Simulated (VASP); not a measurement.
# Mo (Cmcm) in VASP: single point with PBEsol

Aim: the single point of Mo with PBEsol.

Everything below comes from runs of VASP 6.6.1. Logs are shortened: lines on timing, memory, paths and dates and some standing lists are left out, and cuts for length are marked.

### 1 The cell of the first run

Symmetry: Cmcm, No. 63, orthorhombic system. The conventional cell has a = 4.426 Å, b = 3.129 Å, c = 4.426 Å, α = 90.00°, β = 90.00°, γ = 90.00°. Within 3.4 Å of Mo (site symmetry m2m) lie 14 Mo at 2.59 to 3.14 Å.

### 2 Single point, PBEsol

INCAR reads:

```
SYSTEM = Mo
PREC = Accurate
ENCUT = 500
EDIFF = 1E-6
ISMEAR = 0
SIGMA = 0.15
LREAL = .FALSE.
LASPH = .TRUE.
NELM = 120
ALGO = Normal
ISIF = 2
LWAVE = .FALSE.
LCHARG = .FALSE.
GGA = PS
NBANDS = 21
GGA_COMPAT = .FALSE.
```

KPOINTS reads:

```
Automatic mesh
0
G
  30 30 18
  0 0 0
```

POSCAR reads:

```
Mo
1.0
   -1.5646534271      1.5646534271      1.5646534271
    1.5646534271     -1.5646534271      1.5646534271
    3.1293068543      3.1293068543      0.0000000000
Mo
2
Direct
    0.0359504533      0.0359504533      0.0000000000
    0.4640495467      0.4640495467      0.5000000000
```

Potentials or basis: VASP PAW PBE potentials, release 64 (Mo_sv).

Run with:

```console
cat potpaw_PBE.64/Mo_sv/POTCAR > POTCAR
mpirun -np 1 vasp_std > vasp.out
```

OUTCAR:

```text
SYSTEM = Mo
   PREC = Accurate
   ENCUT = 500
   EDIFF = 1E-6
   ISMEAR = 0
   LREAL = .FALSE.
   LASPH = .TRUE.
   NELM = 120
   ISIF = 2
   GGA = PS

 ion  position               nearest neighbor table
   1  0.036  0.036  0.000-   2 2.59   2 2.59   2 2.85   2 2.85   2 3.14   2 3.14   2 3.14   2 3.14

   2  0.464  0.464  0.500-   1 2.59   1 2.59   1 2.85   1 2.85   1 3.14   1 3.14   1 3.14   1 3.14

  LATTYP: Found a base centered orthorhombic cell.
 ALAT       =     3.1293068542
 B/A-ratio  =     1.4142135624
 C/A-ratio  =     1.4142135624

  Lattice vectors:

 A1 = (  -1.5646534271,   1.5646534271,   1.5646534271)
 A2 = (   1.5646534271,  -1.5646534271,   1.5646534271)
 A3 = (   3.1293068543,   3.1293068543,   0.0000000000)

Analysis of symmetry for initial positions (statically):
=====================================================================
 Subroutine PRICEL returns:
 Original cell was already a primitive cell.

 Routine SETGRP: Setting up the symmetry group for a
 base centered orthorhombic supercell.

 Subroutine GETGRP returns: Found  8 space group operations
 (whereof  4 operations were pure point group operations)
 out of a pool of  8 trial point group operations.

The static configuration has the point symmetry C_2v.
 The point group associated with its full space group is D_2h.

Analysis of symmetry for dynamics (positions and initial velocities):
=====================================================================
 Subroutine PRICEL returns:
 Original cell was already a primitive cell.

 Routine SETGRP: Setting up the symmetry group for a
 base centered orthorhombic supercell.

 Subroutine GETGRP returns: Found  8 space group operations
 (whereof  4 operations were pure point group operations)
 out of a pool of  8 trial point group operations.

The dynamic configuration has the point symmetry C_2v.
 The point group associated with its full space group is D_2h.

 Subroutine INISYM returns: Found  8 space group operations
 (whereof  4 operations are pure point group operations),
 and found     1 'primitive' translations

----------------------------------------------------------------------------------------

                                     Primitive cell

  volume of cell :      30.6439

  direct lattice vectors                    reciprocal lattice vectors
    -1.564653427  1.564653427  1.564653427    -0.159779793  0.159779793  0.319559585
     1.564653427 -1.564653427  1.564653427     0.159779793 -0.159779793  0.319559585
     3.129306854  3.129306854  0.000000000     0.159779793  0.159779793  0.000000000

  length of vectors
     2.710059232  2.710059232  4.425508194     0.391378963  0.391378963  0.225962750

  position of ions in fractional coordinates (direct lattice)
     0.035950453  0.035950453  0.000000000
     0.464049547  0.464049547  0.500000000

  ion indices of the primitive-cell ions
   primitive index   ion index
                 1           1
                 2           2

----------------------------------------------------------------------------------------

 KPOINTS: Automatic mesh

Automatic generation of k-mesh.
 Grid dimensions read from file:
 generate k-points for:   30   30   18

 Generating k-lattice:

  Cartesian coordinates                     Fractional coordinates (reciprocal lattice)
    -0.005325993  0.005325993  0.010651986     0.033333333  0.000000000  0.000000000
     0.005325993 -0.005325993  0.010651986     0.000000000  0.033333333  0.000000000
     0.008876655  0.008876655  0.000000000     0.000000000  0.000000000  0.055555556

  Length of vectors
     0.013045965  0.013045965  0.012553486

  Shift w.r.t. Gamma in fractional coordinates (k-lattice)
     0.000000000  0.000000000  0.000000000

 Subroutine IBZKPT returns following result:
 ===========================================

 Found   2410 irreducible k-points:

 Following reciprocal coordinates:
            Coordinates               Weight
  0.000000  0.000000  0.000000      1.000000
  0.033333  0.000000  0.000000      4.000000
  0.066667  0.000000  0.000000      4.000000
  0.100000  0.000000  0.000000      4.000000
  0.133333  0.000000  0.000000      4.000000
  0.166667  0.000000  0.000000      4.000000
[... 16 lines left out ...]
  0.233333  0.033333  0.000000      4.000000
  0.266667  0.033333  0.000000      4.000000
 [... further k-points ...]
   k-points           NKPTS =   2410   k-points in BZ     NKDIM =   2410   number of bands    NBANDS=     21
   number of dos      NEDOS =    301   number of ions     NIONS =      2
   total plane-waves  NPLWV =  12800
   dimension x,y,z NGX =    20 NGY =   20 NGZ =   32
   dimension x,y,z NGXF=    40 NGYF=   40 NGZF=   64
   ions per type =               2
   NGX,Y,Z   is equivalent  to a cutoff of  12.27, 12.27, 12.02 a.u.
   NGXF,Y,Z  is equivalent  to a cutoff of  24.54, 24.54, 24.04 a.u.
 SYSTEM =  Mo
   PREC   = accura    normal or accurate (medium, high low for compatibility)
   ISTART =      0    job   : 0-new  1-cont  2-samecut
   ICHARG =      2    charge: 1-file 2-atom 10-const
   ISPIN  =      1    spin polarized calculation?
   LNONCOLLINEAR =      F non collinear calculations
   LSORBIT =      F    spin-orbit coupling
   LASPH  =      T    aspherical Exc in radial PAW
   ENCUT  =  500.0 eV  36.75 Ry    6.06 a.u.   4.94  4.94  8.07*2*pi/ulx,y,z
   NELM   =    120;   NELMIN=  2; NELMDL= -5     # of ELM steps
   EDIFF  = 0.1E-05   stopping-criterion for ELM
   LREAL  =      F    real-space projection
   EDIFFG = 0.1E-04   stopping-criterion for IOM
   NSW    =      0    number of steps for IOM
   IBRION =     -1    ionic relax: 0-MD 1-quasi-New 2-CG
   NFREE  =      0    steps in history (QN), initial steepest desc. (CG)
   ISIF   =      2    stress and relaxation
   ISYM   =      2    0-nonsym 1-usesym 2-fastsym
   POTIM  = 0.5000    time-step for ionic-motion
   TEBEG  =    0.0;   TEEND  =   0.0 temperature during run
   PSTRESS=    0.0 pullay stress
   NELECT =      28.0000    total number of electrons
   NUPDOWN=      -1.0000    fix difference up-down
   EMIN   =  10.00;   EMAX   =-10.00  energy-range for DOS
   EFERMI =   0.00;   METHOD = LEGACY
   ISMEAR =     0;   SIGMA  =   0.15  broadening in eV -4-tet -1-fermi 0-gaus
   EFERMI_NEDOS =   21; number of points for ismear=-14 and -15
   IALGO  =     38    algorithm
   IMIX   =      4    mixing-type and parameters
     AMIX     =   0.40;   BMIX     =  1.00
     AMIX_MAG =   1.60;   BMIX_MAG =  1.00
  volume/ion in A,a.u.               =      15.32       103.40
  Fermi-wavevector in a.u.,A,eV,Ry     =   1.588593  3.002006 34.336047  2.523628
  Thomas-Fermi vector in A             =   2.687573
   LORBIT       =      0    0 simple, 1 ext, 2 COOP (PROOUT), +10 PAW based schemes
   GGA     = PS    functional components
   LHFCALC =     F    Hartree Fock is set to
   AEXX    =    0.0000 exact exchange contribution
   IVDW    =     0    specifies the selected vdW correction
   LEPSILON=     F    determine dielectric tensor
   LRPA    =     F    only Hartree local field effects (RPA)
 non-spin polarized calculation
 Gauss-broadening in eV      SIGMA  =   0.15
  energy-cutoff  :      500.00
  volume of cell :       30.64
 maximum number of plane-waves:       804
   NGX =  9   NGY =  9   NGZ = 17

 number of electron      27.9999998 magnetization

 Free energy of the ion-electron system (eV)
  ---------------------------------------------------
  ext. energy  EPLUGINS =         0.00000000
  ---------------------------------------------------
  free energy    TOTEN  =       -23.45120095 eV

  energy without entropy =      -23.43795795  energy(sigma->0) =      -23.44457945

 E-fermi :  12.7422     XC(G=0): -13.6309

 val. band max:       12.7413095263   @ k =  -0.4667   0.3000   0.2222
 cond. band min:      12.7424601485   @ k =   0.2000   0.0333   0.1111
 fundamental gap:      0.0011506223
 Fermi energy:        12.7421860891

 k-point     1 :       0.0000    0.0000    0.0000
  band No.  band energies     occupation
      1     -48.3926      2.00000
      2     -48.0754      2.00000
      3     -23.1894      2.00000
      4     -22.0880      2.00000
      5     -21.6442      2.00000
      6     -21.6402      2.00000
[... 13 lines left out ...]
     20      17.3318      0.00000
     21      24.7870      0.00000

 k-point     2 :       0.0333    0.0000    0.0000
  band No.  band energies     occupation
      1     -48.3904      2.00000
      2     -48.0745      2.00000
      3     -23.1845      2.00000
      4     -22.0930      2.00000
      5     -21.6577      2.00000
      6     -21.6435      2.00000
[... 13 lines left out ...]
     20      17.4375      0.00000
     21      24.7484      0.00000

 k-point     3 :       0.0667    0.0000    0.0000
  band No.  band energies     occupation
      1     -48.3838      2.00000
      2     -48.0720      2.00000
      3     -23.1700      2.00000
      4     -22.1087      2.00000
      5     -21.6986      2.00000
      6     -21.6567      2.00000
[... 13 lines left out ...]
     20      17.7509      0.00000
     21      24.6461      0.00000

 k-point     4 :       0.1000    0.0000    0.0000
  band No.  band energies     occupation
      1     -48.3729      2.00000
      2     -48.0679      2.00000
      3     -23.1462      2.00000
      4     -22.1368      2.00000
      5     -21.7631      2.00000
      6     -21.6843      2.00000
[... 13 lines left out ...]
     20      18.2403      0.00000
     21      24.4894      0.00000

 k-point     5 :       0.1333    0.0000    0.0000
  band No.  band energies     occupation
      1     -48.3583      2.00000
      2     -48.0626      2.00000
      3     -23.1135      2.00000
      4     -22.1800      2.00000
      5     -21.8483      2.00000
      6     -21.7164      2.00000
[... 13 lines left out ...]
     20      18.8500      0.00000
     21      24.2856      0.00000
[... 382 lines left out ...]
     20      19.9102      0.00000
     21      23.8755      0.00000

 k-point    22 :       0.2000    0.0333    0.0000
  band No.  band energies     occupation
      1     -48.3104      2.00000
      2     -48.0515      2.00000
      3     -22.9945      2.00000
      4     -22.3259      2.00000
      5     -22.0814      2.00000
      6     -21.7977      2.00000
[... 13 lines left out ...]
     20      20.6108      0.00000
     21      23.6165      0.00000

 k-point    23 :       0.2333    0.0333    0.0000
  band No.  band energies     occupation
      1     -48.2872      2.00000
      2     -48.0452      2.00000
      3     -22.9380      2.00000
      4     -22.4112      2.00000
      5     -22.2025      2.00000
      6     -21.8173      2.00000
[... 13 lines left out ...]
     20      21.3317      0.00000
     21      23.3725      0.00000

 k-point    24 :       0.2667    0.0333    0.0000
  band No.  band energies     occupation
      1     -48.2629      2.00000
      2     -48.0393      2.00000
      3     -22.8777      2.00000
      4     -22.5020      2.00000
      5     -22.3248      2.00000
      6     -21.8300      2.00000
[... 13 lines left out ...]
     20      22.0581      0.00000
     21      23.1710      0.00000

 [... further k-points ...]

------------------------ aborting loop because EDIFF is reached ----------------------------------------

  FORCE on cell =-STRESS in cart. coord.  units (eV):
  Direction    XX          YY          ZZ          XY          YZ          ZX
  --------------------------------------------------------------------------------------
  -------------------------------------------------------------------------------------
  Total        0.4998965      0.4998965      0.5748572      0.3653919      0.0000000      0.0000000
  in kB       26.1364295     26.1364295     30.0556473     19.1040300      0.0000000      0.0000000
  external PRESSURE =      27.4428354 kB  Pullay stress =       0.0000000 kB

 VOLUME and BASIS-vectors are now :
 -----------------------------------------------------------------------------
  energy-cutoff  :      500.00
  volume of cell :       30.64
      direct lattice vectors                 reciprocal lattice vectors
    -1.564653427  1.564653427  1.564653427    -0.159779793  0.159779793  0.319559585
     1.564653427 -1.564653427  1.564653427     0.159779793 -0.159779793  0.319559585
     3.129306854  3.129306854  0.000000000     0.159779793  0.159779793  0.000000000

 POSITION                                       TOTAL-FORCE (eV/Angst)
 -----------------------------------------------------------------------------------
      0.00000      0.00000      0.11250        -0.000000     -0.000000     -1.084760
      1.56465      1.56465      1.45215         0.000000      0.000000      1.084760
 -----------------------------------------------------------------------------------
    total drift:                                0.000000      0.000000      0.000000

  FREE ENERGIE OF THE ION-ELECTRON SYSTEM (eV)
  ---------------------------------------------------
  free  energy   TOTEN  =       -23.4512009539 eV

  energy  without entropy=      -23.4379579491  energy(sigma->0) =      -23.44457945
```

Wall time 6.9 min (1 thread of Intel Xeon 6975P-C (Granite Rapids), shared host); peak memory 1.1 GiB.

Results:

```
Free energy            : -23.4512 eV
Pressure               : 2.7 GPa
Largest force          : 1.085 eV/Å
Band gap on the k mesh : zero (bands 14 and 15 overlap by 2.83 eV)
```

Forces on the atoms (eV/Å):
```
Mo   0.000  0.000 -1.085
Mo   0.000  0.000  1.085
```

Stress tensor (GPa, compression positive):
```
2.61 1.91 0.00
1.91 2.61 0.00
0.00 0.00 3.01
```

Caveat: the PAW data sets were made with another functional, which shifts forces and pressure a little.
